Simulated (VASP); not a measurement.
# SrCl2 in VASP: a series of runs

The runs below take SrCl2 through single point, with r2SCAN, HSE06.

Program: VASP 6.6.1. These are calculated values, not measurements. Logs are shortened: lines on timing, memory, paths and dates and some standing lists are left out, and cuts for length are marked.

### 1 The cell of the first run

It takes space group I4/mmm (No. 139, tetragonal). Conventional cell: a = 4.947 Å, b = 4.947 Å, c = 6.821 Å, α = 90.00°, β = 90.00°, γ = 90.00°. Within 4.0 Å of Sr (site symmetry 4/mmm) lie 8 Cl at 3.00 Å. Within 4.0 Å of Cl (site symmetry -4m2) lie 4 Sr at 3.00 Å and 6 Cl at 3.41 to 3.50 Å.

### 2 Single point, r2SCAN (uniaxial x strain -2.5%)

POSCAR reads:

```
SrCl2
1.0
    0.0000000000      3.4977180848      3.4977180848
    3.4102751326      0.0000000000      3.4977180848
    3.4102751326      3.4977180848      0.0000000000
Sr Cl
1 2
Direct
    0.0000000000      0.0000000000      0.0000000000
    0.2500000000      0.2500000000      0.2500000000
    0.7500000000      0.7500000000      0.7500000000
```

INCAR.step1 reads:

```
SYSTEM = SrCl2
PREC = Accurate ; ENCUT = 520
ISMEAR = 0 ; SIGMA = 0.01
LREAL = .False. ; LASPH = .True.
NELM = 100 ; NBANDS = 19
GGA = PE ; ALGO = Normal
EDIFF = 1E-4 ; LWAVE = .True.
LCHARG = .False.
```

INCAR.step2 reads:

```
SYSTEM = SrCl2
PREC = Accurate ; ENCUT = 520
EDIFF = 1E-6 ; ISMEAR = 0
SIGMA = 0.01 ; LREAL = .False.
LASPH = .True. ; NELM = 100
ALGO = Normal ; ISIF = 2
LWAVE = .False. ; LCHARG = .False.
METAGGA = R2SCAN ; LMIXTAU = .True.
NBANDS = 19 ; ISTART = 1
```

KPOINTS reads:

```
regular mesh
0
Gamma
  6 6 6
  0 0 0
```

Potentials or basis: VASP PAW PBE potentials, release 64 (Sr_sv, Cl).

Command:

```
$ cat potpaw_PBE.64/Sr_sv/POTCAR potpaw_PBE.64/Cl/POTCAR > POTCAR
$ cp INCAR.step1 INCAR
$ mpirun -np 1 vasp_std > vasp.out
$ cp INCAR.step2 INCAR
$ mpirun -np 1 vasp_std > vasp.out
```

OUTCAR:

```text
SYSTEM = SrCl2
   PREC = Accurate
   ENCUT = 520
   EDIFF = 1E-6
   ISMEAR = 0
   LREAL = .False.
   LASPH = .True.
   NELM = 100
   ISIF = 2
   METAGGA = R2SCAN
   ISTART = 1

 ion  position               nearest neighbor table
   1  0.000  0.000  0.000-   2 3.00   3 3.00   3 3.00   3 3.00   3 3.00   2 3.00   2 3.00   2 3.00

   2  0.250  0.250  0.250-   1 3.00   1 3.00   1 3.00   1 3.00
   3  0.750  0.750  0.750-   1 3.00   1 3.00   1 3.00   1 3.00

  LATTYP: Found a body centered tetragonal cell.
 ALAT       =     4.9465203529
 C/A-ratio  =     1.3788582233

  Lattice vectors:

 A1 = (  -3.4102751326,   0.0000000000,  -3.4977180848)
 A2 = (  -3.4102751326,   0.0000000000,   3.4977180848)
 A3 = (   3.4102751326,   3.4977180848,   0.0000000000)

Analysis of symmetry for initial positions (statically):
=====================================================================
 Subroutine PRICEL returns:
 Original cell was already a primitive cell.

 Routine SETGRP: Setting up the symmetry group for a
 body centered tetragonal supercell.

 Subroutine GETGRP returns: Found 16 space group operations
 (whereof 16 operations were pure point group operations)
 out of a pool of 16 trial point group operations.

The static configuration has the point symmetry D_4h.

Analysis of symmetry for dynamics (positions and initial velocities):
=====================================================================
 Subroutine PRICEL returns:
 Original cell was already a primitive cell.

 Routine SETGRP: Setting up the symmetry group for a
 body centered tetragonal supercell.

 Subroutine GETGRP returns: Found 16 space group operations
 (whereof 16 operations were pure point group operations)
 out of a pool of 16 trial point group operations.

The dynamic configuration has the point symmetry D_4h.

 Subroutine INISYM returns: Found 16 space group operations
 (whereof 16 operations are pure point group operations),
 and found     1 'primitive' translations

----------------------------------------------------------------------------------------

                                     Primitive cell

  volume of cell :      83.4428

  direct lattice vectors                    reciprocal lattice vectors
     0.000000000  3.497718085  3.497718085    -0.146615736  0.142950343  0.142950343
     3.410275133  0.000000000  3.497718085     0.146615736 -0.142950343  0.142950343
     3.410275133  3.497718085  0.000000000     0.146615736  0.142950343 -0.142950343

  length of vectors
     4.946520353  4.885080171  4.885080171     0.249731406  0.249731406  0.249731406
[... 84 lines left out ...]
   LREAL  =      F    real-space projection
   EDIFFG = 0.1E-04   stopping-criterion for IOM
   NSW    =      0    number of steps for IOM
   IBRION =     -1    ionic relax: 0-MD 1-quasi-New 2-CG
   NFREE  =      0    steps in history (QN), initial steepest desc. (CG)
   ISIF   =      2    stress and relaxation
   ISYM   =      2    0-nonsym 1-usesym 2-fastsym
   POTIM  = 0.5000    time-step for ionic-motion
   TEBEG  =    0.0;   TEEND  =   0.0 temperature during run
   PSTRESS=    0.0 pullay stress
   NELECT =      24.0000    total number of electrons
   NUPDOWN=      -1.0000    fix difference up-down
   EMIN   =  10.00;   EMAX   =-10.00  energy-range for DOS
   EFERMI =   0.00;   METHOD = LEGACY
   ISMEAR =     0;   SIGMA  =   0.01  broadening in eV -4-tet -1-fermi 0-gaus
   EFERMI_NEDOS =   21; number of points for ismear=-14 and -15
   IALGO  =     38    algorithm
   IMIX   =      4    mixing-type and parameters
     AMIX     =   0.40;   BMIX     =  1.00
     AMIX_MAG =   1.60;   BMIX_MAG =  1.00
  volume/ion in A,a.u.               =      27.81       187.70
  Fermi-wavevector in a.u.,A,eV,Ry     =   1.080643  2.042119 15.888737  1.167789
  Thomas-Fermi vector in A             =   2.216639
   LORBIT       =      0    0 simple, 1 ext, 2 COOP (PROOUT), +10 PAW based schemes
   METAGGA = R2SCAN    functional components
   LHFCALC =     F    Hartree Fock is set to
   AEXX    =    0.0000 exact exchange contribution
   IVDW    =     0    specifies the selected vdW correction
   LEPSILON=     F    determine dielectric tensor
   LRPA    =     F    only Hartree local field effects (RPA)
 non-spin polarized calculation
 Gauss-broadening in eV      SIGMA  =   0.01
  energy-cutoff  :      520.00
  volume of cell :       83.44
 maximum number of plane-waves:      2264
 NGX is ok and might be reduce to    40
   NGX = 19   NGY = 19   NGZ = 19

 number of electron      24.0000003 magnetization

 Free energy of the ion-electron system (eV)
  ---------------------------------------------------
  ext. energy  EPLUGINS =         0.00000000
  ---------------------------------------------------
  free energy    TOTEN  =       -35.68274736 eV

  energy without entropy =      -35.68274736  energy(sigma->0) =      -35.68274736

 E-fermi :   0.1598     XC(G=0):  -8.8480

 val. band max:        0.0102056726   @ k =   0.0000   0.5000   0.5000
 cond. band min:       5.8706910872   @ k =   0.5000   0.5000   0.0000
 fundamental gap:      5.8604854146
 Fermi energy:         0.1597502962

 k-point     1 :       0.0000    0.0000    0.0000
  band No.  band energies     occupation
      1     -34.0008      2.00000
      2     -15.3830      2.00000
      3     -15.3759      2.00000
      4     -15.3758      2.00000
      5     -14.0477      2.00000
      6     -13.1329      2.00000
[... 505 lines left out ...]
      6     -13.2701      2.00000
[... 11 lines left out ...]
     18      10.0524      0.00000
     19      10.3396      0.00000

 [... further k-points ...]

------------------------ aborting loop because EDIFF is reached ----------------------------------------

  FORCE on cell =-STRESS in cart. coord.  units (eV):
  Direction    XX          YY          ZZ          XY          YZ          ZX
  --------------------------------------------------------------------------------------
  -------------------------------------------------------------------------------------
  Total        1.0442902      0.2921018      0.2921018      0.0000000      0.0000000      0.0000000
  in kB       20.0513106      5.6086173      5.6086173      0.0000000      0.0000000      0.0000000
  external PRESSURE =      10.4228484 kB  Pullay stress =       0.0000000 kB

 VOLUME and BASIS-vectors are now :
 -----------------------------------------------------------------------------
  energy-cutoff  :      520.00
  volume of cell :       83.44
      direct lattice vectors                 reciprocal lattice vectors
     0.000000000  3.497718085  3.497718085    -0.146615736  0.142950343  0.142950343
     3.410275133  0.000000000  3.497718085     0.146615736 -0.142950343  0.142950343
     3.410275133  3.497718085  0.000000000     0.146615736  0.142950343 -0.142950343

 POSITION                                       TOTAL-FORCE (eV/Angst)
 -----------------------------------------------------------------------------------
      0.00000      0.00000      0.00000         0.000000      0.000000     -0.000000
      1.70514      1.74886      1.74886         0.000000      0.000000      0.000000
      5.11541      5.24658      5.24658        -0.000000     -0.000000     -0.000000
 -----------------------------------------------------------------------------------
    total drift:                               -0.000000     -0.000000      0.000000

  FREE ENERGIE OF THE ION-ELECTRON SYSTEM (eV)
  ---------------------------------------------------
  free  energy   TOTEN  =       -35.6827473578 eV

  energy  without entropy=      -35.6827473578  energy(sigma->0) =      -35.68274736
```

OSZICAR.step1:

```text
N       E                     dE             d eps       ncg     rms          rms(c)
DAV:   1     0.140157288750E+03    0.14016E+03   -0.11580E+04  1140   0.114E+03
DAV:   2    -0.396441120614E+01   -0.14412E+03   -0.14011E+03  1491   0.223E+02
DAV:   3    -0.127227382900E+02   -0.87583E+01   -0.87283E+01  1484   0.549E+01
DAV:   4    -0.130320785367E+02   -0.30934E+00   -0.30893E+00  1869   0.864E+00
DAV:   5    -0.130351200024E+02   -0.30415E-02   -0.30413E-02  1515   0.858E-01    0.135E+01
DAV:   6    -0.127457085030E+02    0.28941E+00   -0.58070E-01  1321   0.428E+00    0.862E+00
DAV:   7    -0.127557399326E+02   -0.10031E-01   -0.37055E-01  1553   0.365E+00    0.208E+00
DAV:   8    -0.127606159442E+02   -0.48760E-02   -0.55300E-02  1299   0.129E+00    0.408E-01
DAV:   9    -0.127616584790E+02   -0.10425E-02   -0.19854E-03  1465   0.269E-01    0.147E-01
DAV:  10    -0.127629825324E+02   -0.13241E-02   -0.91387E-04  1234   0.176E-01    0.357E-02
DAV:  11    -0.127630942221E+02   -0.11169E-03   -0.75126E-05  1341   0.494E-02    0.401E-02
DAV:  12    -0.127631165106E+02   -0.22288E-04   -0.25388E-05   983   0.270E-02
   1 F= -.12763117E+02 E0= -.12763117E+02  d E =-.121822E-32
```

Wall time 2 min (1 thread of AMD EPYC 9R45 (Zen 5), shared host); peak memory 0.22 GiB.

What came out:

```
Free energy            : -35.6827 eV
Pressure               : 1.0 GPa
Band gap on the k mesh : 5.86 eV
```

Levels at points of the mesh, in eV from the valence-band top:
| k point | band 8 | band 9 | band 10 | band 11 | band 12 | band 13 | band 14 | band 15 | band 16 | band 17 |
| --- | --- | --- | --- | --- | --- | --- | --- | --- | --- | --- |
| (0.00, 0.00, 0.00) | -2.30 | -2.30 | -0.54 | -0.54 | -0.33 | 5.89 | 6.48 | 6.68 | 9.50 | 9.50 |
| (0.50, 0.00, 0.00) | -1.73 | -1.62 | -1.49 | -1.21 | -1.19 | 7.17 | 7.21 | 8.13 | 8.19 | 9.29 |
| (0.50, 0.50, 0.00) | -2.13 | -2.02 | -0.62 | -0.38 | -0.16 | 5.86 | 7.65 | 8.15 | 8.56 | 8.63 |
| (0.00, 0.50, 0.50) | -2.08 | -2.08 | -0.57 | -0.57 | 0.00 | 5.86 | 7.86 | 8.14 | 8.74 | 8.74 |

Caveat: the cell differs from its parent crystal (uniaxial x strain -2.5%); the PAW data sets were made with another functional, which shifts forces and pressure a little.

### 3 Single point, r2SCAN (shear xy strain -4.0%)

POSCAR reads:

```
SrCl2
1.0
   -0.0699543617      3.4977180848      3.4977180848
    3.4977180848     -0.0699543617      3.4977180848
    3.4277637231      3.4277637231      0.0000000000
Sr Cl
1 2
Direct
    0.0000000000      0.0000000000      0.0000000000
    0.2532542116      0.2532542116      0.2467457884
    0.7467457884      0.7467457884      0.7532542116
```

INCAR.step1 reads:

```
  PREC = Accurate
  ENCUT = 520
  ISMEAR = 0
  SIGMA = 0.01
  LREAL = False
  LASPH = True
  NELM = 100
  NBANDS = 19
  GGA = PE
  ALGO = Normal
  EDIFF = 1E-4
  LWAVE = True
  LCHARG = False
```

INCAR.step2 reads:

```
  PREC = Accurate
  ENCUT = 520
  EDIFF = 1E-6
  ISMEAR = 0
  SIGMA = 0.01
  LREAL = False
  LASPH = True
  NELM = 100
  ALGO = Normal
  ISIF = 2
  LWAVE = False
  LCHARG = False
  METAGGA = R2SCAN
  LMIXTAU = True
  NBANDS = 19
  ISTART = 1
```

KPOINTS reads:

```
regular mesh
0
Gamma
  6 6 6
```

Potentials or basis: VASP PAW PBE potentials, release 64 (Sr_sv, Cl).

Command:

```
$ cat potpaw_PBE.64/Sr_sv/POTCAR potpaw_PBE.64/Cl/POTCAR > POTCAR
$ cp INCAR.step1 INCAR
$ mpirun -np 1 vasp_std > vasp.out
$ cp INCAR.step2 INCAR
$ mpirun -np 1 vasp_std > vasp.out
```

It took 3 min on 1 thread of AMD EPYC 9R45 (Zen 5), shared host; peak memory 0.25 GiB.

The run converged. Its results:

* Free energy: -35.6927 eV
* Pressure: 0.1 GPa
* Band gap on the k mesh: 5.94 eV (least direct gap 5.99 eV)

Forces in eV/Å, atoms in the order of the input:
```
Sr   0.000  0.000  0.000
Cl   0.000  0.000  0.002
Cl   0.000  0.000 -0.002
```

Stress tensor (GPa, compression positive):
```
0.04 0.41 0.00
0.41 0.04 0.00
0.00 0.00 0.07
```

Levels at points of the mesh, in eV from the valence-band top:
| k point | band 8 | band 9 | band 10 | band 11 | band 12 | band 13 | band 14 | band 15 | band 16 | band 17 |
| --- | --- | --- | --- | --- | --- | --- | --- | --- | --- | --- |
| (0.00, 0.00, 0.00) | -2.13 | -2.09 | -0.38 | -0.34 | -0.32 | 5.94 | 6.68 | 6.70 | 9.38 | 9.62 |
| (0.50, 0.00, 0.00) | -1.52 | -1.46 | -1.33 | -1.10 | -1.02 | 7.18 | 7.34 | 8.14 | 8.19 | 9.22 |
| (0.50, 0.50, 0.00) | -1.96 | -1.84 | -0.46 | -0.33 | 0.00 | 5.99 | 7.76 | 8.20 | 8.61 | 8.75 |
| (0.00, 0.00, 0.50) | -1.54 | -1.48 | -1.34 | -1.09 | -1.00 | 7.23 | 7.41 | 8.26 | 8.30 | 9.25 |
| (0.50, 0.00, 0.50) | -1.90 | -1.90 | -0.40 | -0.40 | 0.00 | 6.00 | 7.74 | 8.21 | 8.68 | 8.73 |

Caveat: the cell differs from its parent crystal (shear xy strain -4.0%); the PAW data sets were made with another functional, which shifts forces and pressure a little. A k mesh can miss the band edges.

(Part 1 of 2 ends here.)
